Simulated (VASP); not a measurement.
# Ni (I4/mmm) in VASP: notebook

Runs on Ni. Level: PBEsol. Tasks: single point.

Program: VASP 6.6.1. These are calculated values, not measurements. Logs are shortened: lines on timing, memory, paths and dates and some standing lists are left out, and cuts for length are marked.

## (1) The cell of the first run

Symmetry: I4/mmm, No. 139, tetragonal system. The conventional cell has a = 3.006 Å, b = 3.006 Å, c = 2.345 Å, α = 90.00°, β = 90.00°, γ = 90.00°. Ni (site symmetry 4/mmm) has 14 Ni at 2.34 to 3.01 Å within 3.1 Å.

## (2) Single point, PBEsol, collinear spin, ferromagnetic start

Input file INCAR:

```
SYSTEM = Ni
PREC     = Accurate       ! precision mode
ENCUT    = 520            ! plane-wave cutoff, eV
EDIFF    = 1E-6           ! SCF threshold, eV
ISMEAR   = 0              ! smearing method
SIGMA    = 0.15           ! smearing width, eV
LREAL    = .FALSE.        ! projectors in reciprocal space
LASPH    = .TRUE.         ! aspherical terms in the spheres
NELM     = 150            ! most SCF steps
ALGO     = Normal         ! electronic algorithm
ISIF     = 2              ! what is computed and relaxed
LWAVE    = .FALSE.        ! write WAVECAR
LCHARG   = .TRUE.         ! write CHGCAR
ISPIN    = 2              ! spin polarisation
MAGMOM   = 0.5            ! initial moments
LORBIT   = 11             ! projections on sites
LMAXMIX  = 4              ! l up to which the mixer works
GGA      = PS             ! functional
LELF     = .TRUE.         ! ELF
LVHAR    = .TRUE.       
NBANDS   = 15             ! bands
```

Input file KPOINTS:

```
Automatic mesh
0
G
  26 26 26
  0 0 0
```

Input file POSCAR:

```
Ni
1.0
   -1.5031947911      1.5031947911      1.1724919371
    1.5031947911     -1.5031947911      1.1724919371
    1.5031947911      1.5031947911     -1.1724919371
Ni
1
Direct
    0.0000000000      0.0000000000      0.0000000000
```

Potentials or basis: VASP PAW PBE potentials, release 64 (Ni).

Launch:

```sh
> cat potpaw_PBE.64/Ni/POTCAR > POTCAR
> mpirun -np 1 vasp_std > vasp.out
```

OUTCAR:

```text
SYSTEM = Ni
   PREC = Accurate
   ENCUT = 520
   EDIFF = 1E-6
   ISMEAR = 0
   LREAL = .FALSE.
   LASPH = .TRUE.
   NELM = 150
   ISIF = 2
   ISPIN = 2
   LORBIT = 11
   GGA = PS

 ion  position               nearest neighbor table
   1  0.000  0.000  0.000-

  LATTYP: Found a body centered tetragonal cell.
 ALAT       =     3.0063895822
 C/A-ratio  =     0.7800000000

  Lattice vectors:

 A1 = (  -1.5031947911,   1.5031947911,   1.1724919371)
 A2 = (   1.5031947911,  -1.5031947911,   1.1724919371)
 A3 = (   1.5031947911,   1.5031947911,  -1.1724919371)

Analysis of symmetry for initial positions (statically):
=====================================================================
 Subroutine PRICEL returns:
 Original cell was already a primitive cell.

 Routine SETGRP: Setting up the symmetry group for a
 body centered tetragonal supercell.

 Subroutine GETGRP returns: Found 16 space group operations
 (whereof 16 operations were pure point group operations)
 out of a pool of 16 trial point group operations.

The static configuration has the point symmetry D_4h.

Analysis of symmetry for dynamics (positions and initial velocities):
=====================================================================
 Subroutine PRICEL returns:
 Original cell was already a primitive cell.

 Routine SETGRP: Setting up the symmetry group for a
 body centered tetragonal supercell.

 Subroutine GETGRP returns: Found 16 space group operations
 (whereof 16 operations were pure point group operations)
 out of a pool of 16 trial point group operations.

The dynamic configuration has the point symmetry D_4h.

Analysis of structural, dynamic, and magnetic symmetry:
=====================================================================
 Subroutine PRICEL returns:
 Original cell was already a primitive cell.

 Routine SETGRP: Setting up the symmetry group for a
 body centered tetragonal supercell.

 Subroutine GETGRP returns: Found 16 space group operations
 (whereof 16 operations were pure point group operations)
 out of a pool of 16 trial point group operations.

The overall configuration has the point symmetry D_4h.

 Subroutine INISYM returns: Found 16 space group operations
 (whereof 16 operations are pure point group operations),
 and found     1 'primitive' translations

----------------------------------------------------------------------------------------

                                     Primitive cell

  volume of cell :      10.5974

  direct lattice vectors                    reciprocal lattice vectors
    -1.503194791  1.503194791  1.172491937     0.000000000  0.332624889  0.426442165
     1.503194791 -1.503194791  1.172491937     0.332624889  0.000000000  0.426442165
     1.503194791  1.503194791 -1.172491937     0.332624889  0.332624889  0.000000000

  length of vectors
     2.427741029  2.427741029  2.427741029     0.540825514  0.540825514  0.470402629

  position of ions in fractional coordinates (direct lattice)
     0.000000000  0.000000000  0.000000000

  ion indices of the primitive-cell ions
   primitive index   ion index
                 1           1

----------------------------------------------------------------------------------------

 KPOINTS: Automatic mesh

Automatic generation of k-mesh.
 Grid dimensions read from file:
 generate k-points for:   26   26   26

 Generating k-lattice:

  Cartesian coordinates                     Fractional coordinates (reciprocal lattice)
     0.000000000  0.012793265  0.016401622     0.038461538  0.000000000 -0.000000000
     0.012793265  0.000000000  0.016401622     0.000000000  0.038461538 -0.000000000
     0.012793265  0.012793265  0.000000000     0.000000000  0.000000000  0.038461538

  Length of vectors
     0.020800981  0.020800981  0.018092409

  Shift w.r.t. Gamma in fractional coordinates (k-lattice)
     0.000000000  0.000000000  0.000000000

 Subroutine IBZKPT returns following result:
 ===========================================

 Found   1330 irreducible k-points:

 Following reciprocal coordinates:
            Coordinates               Weight
  0.000000  0.000000  0.000000      1.000000
  0.038462 -0.000000  0.000000      8.000000
  0.076923 -0.000000  0.000000      8.000000
  0.115385 -0.000000  0.000000      8.000000
  0.153846 -0.000000  0.000000      8.000000
  0.192308 -0.000000  0.000000      8.000000
[... 16 lines left out ...]
  0.346154  0.038462  0.000000     16.000000
  0.384615  0.038462  0.000000     16.000000
 [... further k-points ...]
   k-points           NKPTS =   1330   k-points in BZ     NKDIM =   1330   number of bands    NBANDS=     15
   number of dos      NEDOS =    301   number of ions     NIONS =      1
   total plane-waves  NPLWV =   5832
   dimension x,y,z NGX =    18 NGY =   18 NGZ =   18
   dimension x,y,z NGXF=    36 NGYF=   36 NGZF=   36
   ions per type =               1
   NGX,Y,Z   is equivalent  to a cutoff of  12.33, 12.33, 12.33 a.u.
   NGXF,Y,Z  is equivalent  to a cutoff of  24.65, 24.65, 24.65 a.u.
 SYSTEM =  Ni
   PREC   = accura    normal or accurate (medium, high low for compatibility)
   ISTART =      0    job   : 0-new  1-cont  2-samecut
   ICHARG =      2    charge: 1-file 2-atom 10-const
   ISPIN  =      2    spin polarized calculation?
   LNONCOLLINEAR =      F non collinear calculations
   LSORBIT =      F    spin-orbit coupling
   LASPH  =      T    aspherical Exc in radial PAW
   ENCUT  =  520.0 eV  38.22 Ry    6.18 a.u.   4.51  4.51  4.51*2*pi/ulx,y,z
   NELM   =    150;   NELMIN=  2; NELMDL= -5     # of ELM steps
   EDIFF  = 0.1E-05   stopping-criterion for ELM
   LREAL  =      F    real-space projection
[... 7 lines left out ...]
   TEBEG  =    0.0;   TEEND  =   0.0 temperature during run
   PSTRESS=    0.0 pullay stress
   NELECT =      10.0000    total number of electrons
   NUPDOWN=      -1.0000    fix difference up-down
   EMIN   =  10.00;   EMAX   =-10.00  energy-range for DOS
   EFERMI =   0.00;   METHOD = LEGACY
   ISMEAR =     0;   SIGMA  =   0.15  broadening in eV -4-tet -1-fermi 0-gaus
   EFERMI_NEDOS =   21; number of points for ismear=-14 and -15
   IALGO  =     38    algorithm
   IMIX   =      4    mixing-type and parameters
     AMIX     =   0.40;   BMIX     =  1.00
     AMIX_MAG =   1.60;   BMIX_MAG =  1.00
  volume/ion in A,a.u.               =      10.60        71.51
  Fermi-wavevector in a.u.,A,eV,Ry     =   1.605738  3.034405 35.081190  2.578395
  Thomas-Fermi vector in A             =   2.702037
   LORBIT       =     11    0 simple, 1 ext, 2 COOP (PROOUT), +10 PAW based schemes
   GGA     = PS    functional components
   LHFCALC =     F    Hartree Fock is set to
   AEXX    =    0.0000 exact exchange contribution
   IVDW    =     0    specifies the selected vdW correction
   LEPSILON=     F    determine dielectric tensor
   LRPA    =     F    only Hartree local field effects (RPA)
 spin polarized calculation
 Gauss-broadening in eV      SIGMA  =   0.15
  energy-cutoff  :      520.00
  volume of cell :       10.60
 maximum number of plane-waves:       300
   NGX =  9   NGY =  9   NGZ =  9

 number of electron      10.0000002 magnetization       0.5865485

 Free energy of the ion-electron system (eV)
  ---------------------------------------------------
  ext. energy  EPLUGINS =         0.00000000
  ---------------------------------------------------
  free energy    TOTEN  =        -6.01466412 eV

  energy without entropy =       -6.00141031  energy(sigma->0) =       -6.00803721

 E-fermi :   9.4775     XC(G=0): -13.5739

 val. band max:        9.4771703192   @ k =  -0.4231  -0.4615   0.2308
 cond. band min:       9.4785852449   @ k =  -0.4231   0.3077   0.0385
 fundamental gap:      0.0014149257
 Fermi energy:         9.4774510384

 spin component 1

 k-point     1 :       0.0000    0.0000    0.0000
  band No.  band energies     occupation
      1       0.3349      1.00000
      2       6.3007      1.00000
      3       7.1398      1.00000
      4       7.7339      1.00000
      5       7.7339      1.00000
      6       9.0473      0.99997
      7      32.5855      0.00000
      8      32.5855      0.00000
      9      37.3938      0.00000
     10      38.7035      0.00000
     11      41.7281      0.00000
     12      42.9660      0.00000
     13      42.9660      0.00000
     14      45.0725      0.00000
     15      47.2860      0.00000

 k-point     2 :       0.0385   -0.0000    0.0000
  band No.  band energies     occupation
      1       0.4055      1.00000
      2       6.3164      1.00000
      3       7.1581      1.00000
      4       7.7203      1.00000
      5       7.7229      1.00000
      6       9.0333      0.99999
      7      32.4544      0.00000
      8      32.4733      0.00000
      9      37.5811      0.00000
     10      38.8288      0.00000
     11      40.6760      0.00000
     12      42.4251      0.00000
     13      42.4468      0.00000
     14      45.9704      0.00000
     15      47.5544      0.00000
[... 365 lines left out ...]
      3       8.0919      1.00000
      4       8.4725      1.00000
      5       8.8671      1.00000
      6       8.9924      1.00000
      7      21.4515      0.00000
      8      27.9394      0.00000
      9      28.8441      0.00000
     10      32.6943      0.00000
     11      35.9422      0.00000
     12      42.1709      0.00000
     13      49.7894      0.00000
     14      51.0526      0.00000
     15      54.3724      0.00000

 k-point    24 :       0.3846    0.0385    0.0000
  band No.  band energies     occupation
      1       4.6668      1.00000
      2       5.7984      1.00000
      3       8.3860      1.00000
      4       8.6463      1.00000
      5       9.0471      0.99998
      6       9.5561      0.22924
      7      19.7275      0.00000
      8      27.5368      0.00000
      9      28.2343      0.00000
     10      32.5051      0.00000
     11      35.8336      0.00000
     12      42.3986      0.00000
     13      50.3405      0.00000
     14      52.1846      0.00000
     15      55.0816      0.00000

 [... further k-points ...]

 spin component 2

 k-point     1 :       0.0000    0.0000    0.0000
  band No.  band energies     occupation
      1       0.3289      1.00000
      2       7.0051      1.00000
      3       7.8108      1.00000
      4       8.3896      1.00000
      5       8.3896      1.00000
      6       9.5222      0.33662
      7      32.5463      0.00000
      8      32.5463      0.00000
      9      37.5906      0.00000
     10      38.7710      0.00000
     11      41.6446      0.00000
     12      43.0344      0.00000
     13      43.0344      0.00000
     14      44.9731      0.00000
     15      47.3907      0.00000

 k-point     2 :       0.0385   -0.0000    0.0000
  band No.  band energies     occupation
      1       0.3996      1.00000
      2       7.0211      1.00000
      3       7.8295      1.00000
      4       8.3748      1.00000
      5       8.3777      1.00000
      6       9.5076      0.38828
      7      32.4310      0.00000
      8      32.4407      0.00000
      9      37.7592      0.00000
     10      38.8898      0.00000
     11      40.6120      0.00000
     12      42.4807      0.00000
     13      42.5288      0.00000
     14      45.9045      0.00000
     15      47.6775      0.00000
[... 365 lines left out ...]
      3       8.4082      1.00000
      4       8.9649      1.00000
      5       9.5903      0.14364
      6       9.6811      0.02743
      7      21.6374      0.00000
      8      27.9573      0.00000
      9      28.9340      0.00000
     10      32.8226      0.00000
     11      36.0250      0.00000
     12      42.2296      0.00000
     13      49.8207      0.00000
     14      51.0963      0.00000
     15      55.2951      0.00000

 k-point    24 :       0.3846    0.0385    0.0000
  band No.  band energies     occupation
      1       5.0016      1.00000
      2       6.3903      1.00000
      3       8.8158      1.00000
      4       9.1324      0.99943
      5       9.8056      0.00099
      6      10.0180      0.00000
      7      19.9509      0.00000
      8      27.5386      0.00000
      9      28.3213      0.00000
     10      32.6451      0.00000
     11      35.9225      0.00000
     12      42.4537      0.00000
     13      50.3969      0.00000
     14      52.2418      0.00000
     15      56.2380      0.00000

 [... further k-points ...]

------------------------ aborting loop because EDIFF is reached ----------------------------------------

  FORCE on cell =-STRESS in cart. coord.  units (eV):
  Direction    XX          YY          ZZ          XY          YZ          ZX
  --------------------------------------------------------------------------------------
  -------------------------------------------------------------------------------------
  Total       -0.4511614     -0.4511614      1.0174692      0.0000000     -0.0000000      0.0000000
  in kB      -68.2090771    -68.2090771    153.8266167      0.0000000     -0.0000000      0.0000000
  external PRESSURE =       5.8028209 kB  Pullay stress =       0.0000000 kB

 VOLUME and BASIS-vectors are now :
 -----------------------------------------------------------------------------
  energy-cutoff  :      520.00
  volume of cell :       10.60
      direct lattice vectors                 reciprocal lattice vectors
    -1.503194791  1.503194791  1.172491937     0.000000000  0.332624889  0.426442165
     1.503194791 -1.503194791  1.172491937     0.332624889  0.000000000  0.426442165
     1.503194791  1.503194791 -1.172491937     0.332624889  0.332624889  0.000000000

 POSITION                                       TOTAL-FORCE (eV/Angst)
 -----------------------------------------------------------------------------------
      0.00000      0.00000      0.00000        -0.000000     -0.000000      0.000000
 -----------------------------------------------------------------------------------
    total drift:                                0.000000     -0.000000      0.000000

  FREE ENERGIE OF THE ION-ELECTRON SYSTEM (eV)
  ---------------------------------------------------
  free  energy   TOTEN  =        -6.0146641167 eV

  energy  without entropy=       -6.0014103067  energy(sigma->0) =       -6.00803721

 total charge

# of ion       s       p       d       tot
------------------------------------------
    1        0.522   0.528   8.345   9.395

 magnetization (x)

# of ion       s       p       d       tot
------------------------------------------
    1       -0.007  -0.022   0.619   0.591
```

Wall time 9.8 min (1 thread of Oxide Virtual Turin-like, shared host); peak memory 0.36 GiB.

What came out:

```
Free energy                                           : -6.0147 eV
Pressure                                              : 0.6 GPa
Net moment                                            : 0.59 μB per cell
Site moments                                          : Ni +0.59 μB
Valence electrons inside the program's atomic spheres : Ni 9.39
```

Caveat: the stress differs along the axes, from -7 to 15 GPa; the PAW data sets were made with another functional, which shifts forces and pressure a little.

(Part 1 of 2 ends here.)
